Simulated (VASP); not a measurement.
Crystal: BP.

```
B P
1.0
     3.04964    0.00000    0.00000
    -1.52482    2.64107    0.00000
     0.00000    0.00000    5.00164
B P
2 2
Direct
  0.00000 0.00000 0.00000
  0.00000 0.00000 0.50000
  0.33333 0.66667 0.25000
  0.66667 0.33333 0.75000
```

```yaml
Program: VASP 6.6.1
Task: relaxation of cell and atoms
Functional: r2SCAN
Dispersion: rVV10
Potentials_or_basis: VASP PAW PBE potentials, release 64 (B, P)
Cutoff: 600 eV
k_mesh: 12 × 12 × 6
Occupations: fermi-dirac, width 0.03 eV
Spin: no spin polarisation
```

At the start: pressure 3.2 GPa; volume 10.07 Å³/atom.

Task: How do energy, volume and symmetry change on relaxing?

Result: Over 5 steps the energy falls by 2.2 meV/atom and the volume is 10.27 Å³/atom (+2.0 %); space group P6_3/mmc (No. 194, to 0.1 Å) before and after.

The path:
```
step  energy change (eV)  largest force (eV/Å)  pressure (GPa)  volume (Å³)
   1              0.0000                0.0000            3.19        40.28
   2             -0.0068                0.0000           -1.45        41.47
   3             -0.0084                0.0000           -0.09        41.11
   4             -0.0088                0.0000           -0.10        41.10
   5             -0.0089                0.0000           -0.10        41.10
```

Final structure:
```xyz
4
Lattice="3.0628 0.0000 0.0000 -1.5314 2.6525 0.0000 0.0000 0.0000 5.0588" Properties=species:S:1:pos:R:3 pbc="T T T"
B     0.0000    0.0000    0.0000
B     0.0000    0.0000    2.5294
P     0.0000    1.7683    1.2647
P     1.5314    0.8842    3.7941
```

Caveat: the PAW data sets were made with another functional, which shifts forces and pressure a little.
